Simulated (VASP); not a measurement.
Write the native input for VASP 6.6.1 that does the following.

```
Task                   : single point
Functional             : PBEsol
Potentials or basis    : VASP PAW PBE potentials, release 64 (Ir)
Cutoff                 : 520 eV
k mesh                 : 20 × 20 × 14
Occupations            : gaussian, width 0.1 eV
Spin                   : no spin polarisation
Dipole correction      : no
Further INCAR settings : ALGO = Fast; EDIFF = 1e-07; NBANDS = 16
```

The structure of Ir lies in POSCAR:

```
Ir
1.0
    1.9150713598      1.9150713598      0.0000000000
   -1.9150713598      1.9150713598      0.0000000000
    0.0000000000      0.0000000000      3.8301427196
Ir
2
Direct
    0.0000000000      0.0000000000      0.0000000000
    0.5000000000      0.5000000000      0.5000000000
```

These files were run (other wordings do the same):

INCAR

```
PREC = Accurate ; ENCUT = 520
EDIFF = 1E-7 ; ISMEAR = 0
SIGMA = 0.1 ; LREAL = False
LASPH = True ; NELM = 80
ALGO = Fast ; ISIF = 2
LWAVE = False ; LCHARG = False
GGA = PS ; NBANDS = 16
```

KPOINTS

```
Automatic mesh
0
Gamma
  20 20 14
```

Potentials or basis: VASP PAW PBE potentials, release 64 (Ir).

Run with:

```console
$ cat potpaw_PBE.64/Ir/POTCAR > POTCAR
$ mpirun -np 1 vasp_std > vasp.out
```

It gave:

```json
{
 "Pressure": "1.0 GPa",
 "Band gap on the k mesh": "zero (bands 9 and 10 overlap by 3.42 eV)"
}
```

Caveat: the PAW data sets were made with another functional, which shifts forces and pressure a little; spin-orbit coupling is left out, which moves the levels of the heavy elements.

Run time: 88 s on 1 thread of Intel(R) Xeon(R) 6975P-C (Granite Rapids), with other jobs on the host, peak memory 0.3 GiB.
